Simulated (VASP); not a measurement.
Write the native input for VASP 6.6.1 that does the following.

```yaml
Task: single point
Functional: PBE
Potentials_or_basis: VASP PAW PBE potentials, release 64 (Ti_sv, Si)
Cutoff: 520 eV
k_mesh: 12 × 12 × 12
Occupations: gaussian, width 0.15 eV
Spin: no spin polarisation
Dipole_correction: no
Further_INCAR_settings: ALGO = Normal; EDIFF = 1e-06; NBANDS = 29
```

The structure of TiSi2 lies in POSCAR:

```
TiSi2
1.0
    1.7420628393     -7.2160869226      0.0000000000
    1.7420628393      7.2160869226      0.0000000000
    0.0000000000      0.0000000000      3.5152679042
Ti Si
2 4
Direct
    0.8968075258      0.1031924742      0.7500000000
    0.1031924742      0.8968075258      0.2500000000
    0.5591373591      0.4408626409      0.7500000000
    0.4408626409      0.5591373591      0.2500000000
    0.2498287182      0.7501712818      0.7500000000
    0.7501712818      0.2498287182      0.2500000000
```

The input as run:

INCAR

```
PREC     = Accurate       # precision mode
ENCUT    = 520            # plane-wave cutoff, eV
EDIFF    = 1E-6           # SCF threshold, eV
ISMEAR   = 0              # smearing method
SIGMA    = 0.15           # smearing width, eV
LREAL    = F              # projectors in reciprocal space
LASPH    = T              # aspherical terms in the spheres
NELM     = 80             # most SCF steps
ALGO     = Normal         # electronic algorithm
ISIF     = 2              # what is computed and relaxed
LWAVE    = F              # write WAVECAR
LCHARG   = F              # write CHGCAR
GGA      = PE             # functional
NBANDS   = 29             # bands
```

KPOINTS

```
regular mesh
0
Gamma
  12 12 12
```

Potentials or basis: VASP PAW PBE potentials, release 64 (Ti_sv, Si).

Command:

```bash
$ cat potpaw_PBE.64/Ti_sv/POTCAR potpaw_PBE.64/Si/POTCAR > POTCAR
$ mpirun -np 1 vasp_std > vasp.out
```

Results of the run:

The pressure is -1.2 GPa and the largest force is 0.588 eV/Å. The band gap on the k mesh is zero (band 20 reaches 10.65 eV, above the bottom of band 21 at 9.75 eV).

Wall time 21 min on 1 thread of Intel(R) Xeon(R) Platinum 8375C CPU @ 2.90GHz (Ice Lake), on a shared host, peak memory 0.73 GiB.
